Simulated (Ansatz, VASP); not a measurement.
**One calculation of TaH5, two programs**

```
Ta H
1.0
     0.00000    2.48679    2.48679
     2.48679    0.00000    2.48679
     2.48679    2.48679    0.00000
Ta H
1 5
Direct
  0.00000 0.00000 0.00000
  0.25000 0.25000 0.25000
  0.62589 0.62589 0.62589
  0.12234 0.62589 0.62589
  0.62589 0.62589 0.12234
  0.62589 0.12234 0.62589
```

Change from the starting cell: species swapped into the ZrCu5 type (F-43m, No. 216).

Alike in both runs: functional PBE; k mesh 14 × 14 × 14; occupations gaussian, width 0.1 eV; no spin polarisation.

Ansatz relaxed the structure, and its values are those at the end. VASP's run is a single point on that final structure, the one shown.

|  | VASP | Ansatz |
| --- | --- | --- |
| version | VASP 6.6.1 | Ansatz 0.2.0 |
| potentials or method | VASP PAW PBE potentials, release 64 (Ta_pv, H), cutoff 520 eV | scalar-relativistic, plane waves, PAW |
| valence electrons in the cell | 16 | 18 |

|  | VASP | Ansatz | Ansatz less VASP |
| --- | --- | --- | --- |
| gap on the k mesh at the Fermi level (eV) | none | none | - |
| pressure (GPa) | 0.0 | 0.0 | -0.06 |

A gap of «none» marks a metal or a gap that the smearing closes. VASP's potentials hold 16 valence electrons a cell and Ansatz's 18, so a difference there can come from the potentials and not from the codes.

Neither program's run includes spin-orbit coupling.
